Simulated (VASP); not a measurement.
# Mg2Zn3O5 (R-3m) in VASP: single point with PBE

Aim: the single point of Mg2Zn3O5 with PBE.

Everything below comes from runs of VASP 6.6.1. Logs are shortened: lines on timing, memory, paths and dates and some standing lists are left out, and cuts for length are marked.

### 1 The cell of the first run

The structure is trigonal, space group R-3m (No. 166). The conventional cell has a = 3.045 Å, b = 3.045 Å, c = 37.121 Å, α = 90.00°, β = 90.00°, γ = 120.00°. Within 2.8 Å of Mg (site symmetry 3m) lie 6 O at 2.13 Å. Zn (site symmetry 3m) has 6 O at 2.16 to 2.17 Å within 2.9 Å. Within 2.9 Å of Zn (site symmetry -3m) lie 6 O at 2.17 Å. O (site symmetry 3m) has 3 Mg at 2.13 Å and 3 Zn at 2.17 Å within 2.8 Å. Within 2.8 Å of O (site symmetry 3m) lie 3 Mg at 2.13 Å and 3 Zn at 2.17 Å. O (site symmetry -3m) has 6 Zn at 2.16 Å within 2.9 Å.

### 2 Single point, PBE

INCAR

```
SYSTEM = Mg2Zn3O5
  PREC = Accurate
  ENCUT = 520
  EDIFF = 1E-7
  ISMEAR = 0
  SIGMA = 0.1
  LREAL = .False.
  LASPH = .True.
  NELM = 100
  ALGO = Normal
  ISIF = 2
  LWAVE = .False.
  LCHARG = .False.
  GGA = PE
  NBANDS = 46
```

KPOINTS

```
Automatic mesh
0
Gamma
  6 6 6
  0 0 0
```

POSCAR

```
Mg2Zn3O5
1.0
   -1.5225897732      2.6372028463      0.0000000000
   -3.0451795465      0.0000000000      0.0000000000
   -1.5225897732      0.8790676154     12.3736707000
Mg Zn O
2 3 5
Direct
    0.1002400000      0.1002400000      0.6992800000
    0.8997600000      0.8997600000      0.3007200000
    0.7004790000      0.7004790000      0.8985630000
    0.5000000000      0.5000000000      0.5000000000
    0.2995210000      0.2995210000      0.1014370000
    0.4013990000      0.4013990000      0.7958030000
    0.7991030000      0.7991030000      0.6026910000
    0.2008970000      0.2008970000      0.3973090000
    0.5986010000      0.5986010000      0.2041970000
    0.0000000000      0.0000000000      0.0000000000
```

Potentials or basis: VASP PAW PBE potentials, release 64 (Mg, Zn, O).

Command:

```console
cat potpaw_PBE.64/Mg/POTCAR potpaw_PBE.64/Zn/POTCAR potpaw_PBE.64/O/POTCAR > POTCAR
mpirun -np 1 vasp_std > vasp.out
```

OUTCAR:

```text
SYSTEM = Mg2Zn3O5
   PREC = Accurate
   ENCUT = 520
   EDIFF = 1E-7
   ISMEAR = 0
   LREAL = .False.
   LASPH = .True.
   NELM = 100
   ISIF = 2
   GGA = PE

 ion  position               nearest neighbor table
   1  0.100  0.100  0.699-   6 2.13   6 2.13   6 2.13   7 2.13   7 2.13   7 2.13   4 3.03   4 3.03
                             4 3.03   3 3.03   3 3.03   3 3.03
   2  0.900  0.900  0.301-   9 2.13   9 2.13   9 2.13   8 2.13   8 2.13   8 2.13   4 3.03   4 3.03
                             4 3.03   5 3.03   5 3.03   5 3.03
   3  0.700  0.700  0.899-  10 2.16  10 2.16  10 2.16   6 2.17   6 2.17   6 2.17   1 3.03   1 3.03
                             1 3.03
   4  0.500  0.500  0.500-   8 2.17   7 2.17   8 2.17   7 2.17   7 2.17   8 2.17   2 3.03   1 3.03
                             2 3.03   1 3.03   2 3.03   1 3.03
   5  0.300  0.300  0.101-  10 2.16  10 2.16  10 2.16   9 2.17   9 2.17   9 2.17   2 3.03   2 3.03
                             2 3.03
   6  0.401  0.401  0.796-   1 2.13   1 2.13   1 2.13   3 2.17   3 2.17   3 2.17
   7  0.799  0.799  0.603-   1 2.13   1 2.13   1 2.13   4 2.17   4 2.17   4 2.17
   8  0.201  0.201  0.397-   2 2.13   2 2.13   2 2.13   4 2.17   4 2.17   4 2.17
   9  0.599  0.599  0.204-   2 2.13   2 2.13   2 2.13   5 2.17   5 2.17   5 2.17
  10  0.000  0.000  0.000-   3 2.16   5 2.16   5 2.16   3 2.16   5 2.16   3 2.16

  LATTYP: Found a trigonal (rhomboedric) cell.
 ALAT       =    12.4979504753
 COS(alpha) =     0.9703162877

  Lattice vectors:

 A1 = (   0.0000000000,  -1.7581352309,  12.3736707000)
 A2 = (   1.5225897733,   0.8790676154,  12.3736707000)
 A3 = (  -1.5225897732,   0.8790676154,  12.3736707000)

Analysis of symmetry for initial positions (statically):
=====================================================================
 Subroutine PRICEL returns:
 Original cell was already a primitive cell.

 Routine SETGRP: Setting up the symmetry group for a
 trigonal (rhombohedral) supercell.

 Subroutine GETGRP returns: Found 12 space group operations
 (whereof 12 operations were pure point group operations)
 out of a pool of 12 trial point group operations.

The static configuration has the point symmetry D_3d.

Analysis of symmetry for dynamics (positions and initial velocities):
=====================================================================
 Subroutine PRICEL returns:
 Original cell was already a primitive cell.

 Routine SETGRP: Setting up the symmetry group for a
 trigonal (rhombohedral) supercell.

 Subroutine GETGRP returns: Found 12 space group operations
 (whereof 12 operations were pure point group operations)
 out of a pool of 12 trial point group operations.

The dynamic configuration has the point symmetry D_3d.

 Subroutine INISYM returns: Found 12 space group operations
 (whereof 12 operations are pure point group operations),
 and found     1 'primitive' translations

----------------------------------------------------------------------------------------

                                     Primitive cell

  volume of cell :      99.3699

  direct lattice vectors                    reciprocal lattice vectors
    -1.522589773  2.637202846  0.000000000     0.000000000  0.379189641 -0.026938921
    -3.045179547  0.000000000  0.000000000    -0.328387862 -0.189594820 -0.026938921
    -1.522589773  0.879067615 12.373670700     0.000000000  0.000000000  0.080816762

  length of vectors
     3.045179546  3.045179547 12.497950475     0.380145353  0.380145353  0.080816762

  position of ions in fractional coordinates (direct lattice)
     0.100240000  0.100240000  0.699280000
     0.899760000  0.899760000  0.300720000
     0.700479000  0.700479000  0.898563000
     0.500000000  0.500000000  0.500000000
     0.299521000  0.299521000  0.101437000
     0.401399000  0.401399000  0.795803000
     0.799103000  0.799103000  0.602691000
     0.200897000  0.200897000  0.397309000
     0.598601000  0.598601000  0.204197000
     0.000000000  0.000000000  0.000000000

  ion indices of the primitive-cell ions
   primitive index   ion index
                 1           1
                 2           2
                 3           3
                 4           4
                 5           5
                 6           6
                 7           7
                 8           8
                 9           9
                10          10

----------------------------------------------------------------------------------------

 KPOINTS: Automatic mesh

Automatic generation of k-mesh.
 Grid dimensions read from file:
 generate k-points for:    6    6    6

 Generating k-lattice:

  Cartesian coordinates                     Fractional coordinates (reciprocal lattice)
     0.000000000  0.063198273 -0.004489820     0.166666667  0.000000000  0.000000000
    -0.054731310 -0.031599137 -0.004489820    -0.000000000  0.166666667 -0.000000000
     0.000000000  0.000000000  0.013469460     0.000000000  0.000000000  0.166666667

  Length of vectors
     0.063357559  0.063357559  0.013469460

  Shift w.r.t. Gamma in fractional coordinates (k-lattice)
     0.000000000  0.000000000  0.000000000

 Subroutine IBZKPT returns following result:
 ===========================================

 Found     32 irreducible k-points:

 Following reciprocal coordinates:
            Coordinates               Weight
  0.000000  0.000000  0.000000      1.000000
  0.166667  0.000000  0.000000      6.000000
  0.333333  0.000000  0.000000      6.000000
  0.500000  0.000000  0.000000      3.000000
  0.166667  0.166667 -0.000000      6.000000
  0.333333  0.166667  0.000000     12.000000
[... 16 lines left out ...]
 -0.166667  0.500000  0.166667     12.000000
 -0.333333 -0.333333  0.166667      6.000000
 [... further k-points ...]
   k-points           NKPTS =     32   k-points in BZ     NKDIM =     32   number of bands    NBANDS=     46
   number of dos      NEDOS =    301   number of ions     NIONS =     10
   total plane-waves  NPLWV =  55296
   dimension x,y,z NGX =    24 NGY =   24 NGZ =   96
   dimension x,y,z NGXF=    48 NGYF=   48 NGZF=  192
   ions per type =               2   3   5
   NGX,Y,Z   is equivalent  to a cutoff of  13.10, 13.10, 12.77 a.u.
   NGXF,Y,Z  is equivalent  to a cutoff of  26.20, 26.20, 25.54 a.u.
 SYSTEM =  Mg2Zn3O5
   PREC   = accura    normal or accurate (medium, high low for compatibility)
   ISTART =      0    job   : 0-new  1-cont  2-samecut
   ICHARG =      2    charge: 1-file 2-atom 10-const
   ISPIN  =      1    spin polarized calculation?
   LNONCOLLINEAR =      F non collinear calculations
   LSORBIT =      F    spin-orbit coupling
   LASPH  =      T    aspherical Exc in radial PAW
   ENCUT  =  520.0 eV  38.22 Ry    6.18 a.u.   5.66  5.66 23.24*2*pi/ulx,y,z
   NELM   =    100;   NELMIN=  2; NELMDL= -5     # of ELM steps
   EDIFF  = 0.1E-06   stopping-criterion for ELM
   LREAL  =      F    real-space projection
   EDIFFG = 0.1E-05   stopping-criterion for IOM
   NSW    =      0    number of steps for IOM
   IBRION =     -1    ionic relax: 0-MD 1-quasi-New 2-CG
   NFREE  =      0    steps in history (QN), initial steepest desc. (CG)
   ISIF   =      2    stress and relaxation
   ISYM   =      2    0-nonsym 1-usesym 2-fastsym
   POTIM  = 0.5000    time-step for ionic-motion
   TEBEG  =    0.0;   TEEND  =   0.0 temperature during run
   PSTRESS=    0.0 pullay stress
   NELECT =      70.0000    total number of electrons
   NUPDOWN=      -1.0000    fix difference up-down
   EMIN   =  10.00;   EMAX   =-10.00  energy-range for DOS
   EFERMI =   0.00;   METHOD = LEGACY
   ISMEAR =     0;   SIGMA  =   0.10  broadening in eV -4-tet -1-fermi 0-gaus
   EFERMI_NEDOS =   21; number of points for ismear=-14 and -15
   IALGO  =     38    algorithm
   IMIX   =      4    mixing-type and parameters
     AMIX     =   0.40;   BMIX     =  1.00
     AMIX_MAG =   1.60;   BMIX_MAG =  1.00
  volume/ion in A,a.u.               =       9.94        67.06
  Fermi-wavevector in a.u.,A,eV,Ry     =   1.456652  2.752673 28.869323  2.121835
  Thomas-Fermi vector in A             =   2.573545
   LORBIT       =      0    0 simple, 1 ext, 2 COOP (PROOUT), +10 PAW based schemes
   GGA     = PE    functional components
   LHFCALC =     F    Hartree Fock is set to
   AEXX    =    0.0000 exact exchange contribution
   IVDW    =     0    specifies the selected vdW correction
   LEPSILON=     F    determine dielectric tensor
   LRPA    =     F    only Hartree local field effects (RPA)
 non-spin polarized calculation
 Gauss-broadening in eV      SIGMA  =   0.10
  energy-cutoff  :      520.00
  volume of cell :       99.37
 maximum number of plane-waves:      2710
 NGX is ok and might be reduce to    24
   NGX = 11   NGY = 11   NGZ = 47

 number of electron      70.0000004 magnetization

 Free energy of the ion-electron system (eV)
  ---------------------------------------------------
  ext. energy  EPLUGINS =         0.00000000
  ---------------------------------------------------
  free energy    TOTEN  =       -49.74335548 eV

  energy without entropy =      -49.74335548  energy(sigma->0) =      -49.74335548

 E-fermi :   3.2351     XC(G=0): -11.6463

 val. band max:        2.7039017886   @ k =   0.0000   0.0000   0.5000
 cond. band min:       4.6078977477   @ k =   0.0000   0.0000   0.0000
 fundamental gap:      1.9039959590
 Fermi energy:         3.2350986225

 k-point     1 :       0.0000    0.0000    0.0000
  band No.  band energies     occupation
      1     -15.2241      2.00000
      2     -14.8595      2.00000
      3     -14.7844      2.00000
      4     -14.1207      2.00000
      5     -14.0518      2.00000
      6      -3.6073      2.00000
[... 38 lines left out ...]
     45      16.2800      0.00000
     46      16.2801      0.00000
[... 1086 lines left out ...]
      6      -3.2363      2.00000
[... 38 lines left out ...]
     45      13.6460      0.00000
     46      14.2154      0.00000

 [... further k-points ...]

------------------------ aborting loop because EDIFF is reached ----------------------------------------

  FORCE on cell =-STRESS in cart. coord.  units (eV):
  Direction    XX          YY          ZZ          XY          YZ          ZX
  --------------------------------------------------------------------------------------
  -------------------------------------------------------------------------------------
  Total        0.1682732      0.1682732      0.1650118      0.0000000     -0.0000000      0.0000000
  in kB        2.7131290      2.7131290      2.6605452      0.0000000     -0.0000000      0.0000000
  external PRESSURE =       2.6956011 kB  Pullay stress =       0.0000000 kB

 VOLUME and BASIS-vectors are now :
 -----------------------------------------------------------------------------
  energy-cutoff  :      520.00
  volume of cell :       99.37
      direct lattice vectors                 reciprocal lattice vectors
    -1.522589773  2.637202846  0.000000000     0.000000000  0.379189641 -0.026938921
    -3.045179547  0.000000000  0.000000000    -0.328387862 -0.189594820 -0.026938921
    -1.522589773  0.879067615 12.373670700     0.000000000  0.000000000  0.080816762

 POSITION                                       TOTAL-FORCE (eV/Angst)
 -----------------------------------------------------------------------------------
     -1.52259      0.87907      8.65266         0.000000     -0.000000      0.000663
     -4.56777      2.63720      3.72101        -0.000000      0.000000     -0.000663
     -4.56777      2.63720     11.11852        -0.000000      0.000000     -0.008849
     -3.04518      1.75814      6.18684        -0.000000      0.000000      0.000000
     -1.52259      0.87907      1.25515         0.000000     -0.000000      0.008849
     -3.04518      1.75814      9.84700        -0.000000      0.000000     -0.069002
     -4.56777      2.63720      7.45750         0.000000     -0.000000      0.068654
     -1.52259      0.87907      4.91617        -0.000000      0.000000     -0.068654
     -3.04518      1.75814      2.52667         0.000000     -0.000000      0.069002
      0.00000      0.00000      0.00000        -0.000000      0.000000      0.000000
 -----------------------------------------------------------------------------------
    total drift:                               -0.000000      0.000000     -0.000000

  FREE ENERGIE OF THE ION-ELECTRON SYSTEM (eV)
  ---------------------------------------------------
  free  energy   TOTEN  =       -49.7433554762 eV

  energy  without entropy=      -49.7433554762  energy(sigma->0) =      -49.74335548
```

Run time: 2.8 min. Hardware: 1 thread of AMD EPYC 7R43 (Zen 3), shared host; peak memory 0.26 GiB.

What came out:

| Quantity | Value |
| --- | --- |
| Free energy | -49.7434 eV |
| Pressure | 0.3 GPa |
| Largest force | 0.069 eV/Å |
| Band gap on the k mesh | 1.90 eV (least direct gap 1.92 eV) |

Forces in eV/Å, atoms in the order of the input:
```
Mg   0.000  0.000  0.001
Mg   0.000  0.000 -0.001
Zn   0.000  0.000 -0.009
Zn   0.000  0.000  0.000
Zn   0.000  0.000  0.009
O    0.000  0.000 -0.069
O    0.000  0.000  0.069
O    0.000  0.000 -0.069
O    0.000  0.000  0.069
O    0.000  0.000  0.000
```

Levels at points of the mesh, in eV from the valence-band top:
| k point | band 32 | band 33 | band 34 | band 35 | band 36 | band 37 | band 38 | band 39 |
| --- | --- | --- | --- | --- | --- | --- | --- | --- |
| (0.00, 0.00, 0.00) | -0.27 | -0.27 | -0.02 | -0.02 | 1.90 | 3.83 | 4.51 | 5.95 |
| (0.50, 0.00, 0.00) | -1.06 | -0.63 | -0.17 | -0.15 | 5.37 | 6.10 | 6.22 | 7.33 |
| (0.50, 0.50, 0.00) | -0.71 | -0.55 | -0.38 | -0.20 | 5.28 | 6.37 | 6.46 | 6.74 |
| (0.00, 0.00, 0.50) | -0.33 | -0.33 | 0.00 | 0.00 | 2.48 | 2.99 | 5.18 | 5.58 |

A k mesh can miss the band edges.
